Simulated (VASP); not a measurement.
Runs of VASP 6.6.1 on Al2P3. The structure is that of space group P4/mbm (No. 127), or close to it. The cells are those of the table. 

```tsv
task	cell	k mesh	cutoff (eV)	smearing	gap on the mesh (eV)	pressure (GPa)	relaxed volume (Å³/atom)	largest force (eV/Å)
single point	a = 7.287, b = 7.287, c = 2.868 Å, 10 atoms	4 × 4 × 4	520	gaussian 0.1 eV	none	-0.2	-	(b)
relaxation of cell and atoms	relaxed from a = 7.445, b = 7.445, c = 3.740 Å, 10 atoms	4 × 4 × 4	600	gaussian 0.1 eV	none	0.1	15.19	0.02
single point	a = 7.203, b = 7.203, c = 2.959 Å, 10 atoms	4 × 4 × 6	520	gaussian 0.1 eV	none	-0.2	-	-
relaxation of cell and atoms	relaxed from a = 7.287, b = 7.287, c = 2.868 Å, 10 atoms	4 × 4 × 6	600	gaussian 0.1 eV	none	0.0	15.32	0.03
single point	a = 3.001, b = 7.163, c = 7.163 Å, 10 atoms	8 × 4 × 4	520	gaussian 0.2 eV	none	0.0	-	(a)
single point	a = 7.445, b = 7.445, c = 3.740 Å, 10 atoms	4 × 4 × 4	520	gaussian 0.1 eV	none	-13.3	-	1.57
```

Alike in all rows: level PBE; potentials or basis VASP PAW PBE potentials, release 64 (Al, P); no spin polarisation.

**Question.** Fill in the values left out.

**Answer.** (a) 0.06; (b) 0.01.

Caveats: some runs use coarse meshes; the volume moved by over 15 % at a fixed basis, so the end points are rough (some runs); forces of over 1 eV/Å act on the atoms, so gaps and moduli don't describe the material at rest (some runs).

A gap of «none» marks levels without a gap at the run's occupations.
